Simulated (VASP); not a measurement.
Write the native input for VASP 6.6.1 that does the following.

```yaml
Task: single point
Functional: r2SCAN0
Potentials_or_basis: VASP PAW PBE potentials, release 64 (Na_pv)
Cutoff: 520 eV
k_mesh: 5 × 5 × 3
Occupations: fermi-dirac, width 0.1 eV
Spin: no spin polarisation
Dipole_correction: no
Grid_for_exact_exchange_PRECFOCK: Normal
Further_INCAR_settings: ALGO = Normal; EDIFF = 1e-06; NBANDS = 14
```

Crystal: Na.

```
Na
1.0
     3.76404    0.00000    0.00000
    -1.88202    3.25976    0.00000
     0.00000    0.00000    6.14668
Na
2
Direct
  0.33333 0.66667 0.25000
  0.66667 0.33333 0.75000
```

One way to write it, as run:

POSCAR

```
Na
1.0
    3.7640418302      0.0000000000      0.0000000000
   -1.8820209151      3.2597558458      0.0000000000
    0.0000000000      0.0000000000      6.1466803087
Na
2
Direct
    0.3333333333      0.6666666667      0.2500000000
    0.6666666667      0.3333333333      0.7500000000
```

INCAR.step1

```
SYSTEM = Na
PREC = Accurate ; ENCUT = 520
EDIFF = 1E-5 ; ISMEAR = -1
SIGMA = 0.1 ; LREAL = .False.
LASPH = .True. ; NELM = 60
ALGO = Normal ; ISIF = 2
LWAVE = .True. ; LCHARG = .False.
GGA = PE ; NBANDS = 14
```

INCAR.step2

```
SYSTEM = Na
PREC = Accurate ; ENCUT = 520
EDIFF = 1E-6 ; ISMEAR = -1
SIGMA = 0.1 ; LREAL = .False.
LASPH = .True. ; NELM = 60
ALGO = Normal ; ISIF = 2
LWAVE = .False. ; LCHARG = .False.
METAGGA = R2SCAN ; LHFCALC = .True.
AEXX = 0.25 ; LMIXTAU = .True.
PRECFOCK = Normal ; ISTART = 1
NBANDS = 14
```

KPOINTS

```
regular mesh
0
Gamma
  5 5 3
  0 0 0
```

Potentials or basis: VASP PAW PBE potentials, release 64 (Na_pv).

The run is started by

```bash
$ cat potpaw_PBE.64/Na_pv/POTCAR > POTCAR
$ cp INCAR.step1 INCAR
$ mpirun -np 1 vasp_std > vasp.out
$ cp INCAR.step2 INCAR
$ mpirun -np 1 vasp_std > vasp.out
```

It gave:

* Pressure: 0.0 GPa
* Band gap on the k mesh: zero (band 7 reaches 1.77 eV, above the bottom of band 8 at -1.79 eV)

Caveat: the k points lie up to 0.39 Å⁻¹ apart; the PAW data sets were made with another functional, which shifts forces and pressure a little.

It took 13 min on 1 thread of Intel(R) Xeon(R) Platinum 8375C CPU @ 2.90GHz (Ice Lake), with other jobs on the host, peak memory 0.2 GiB.
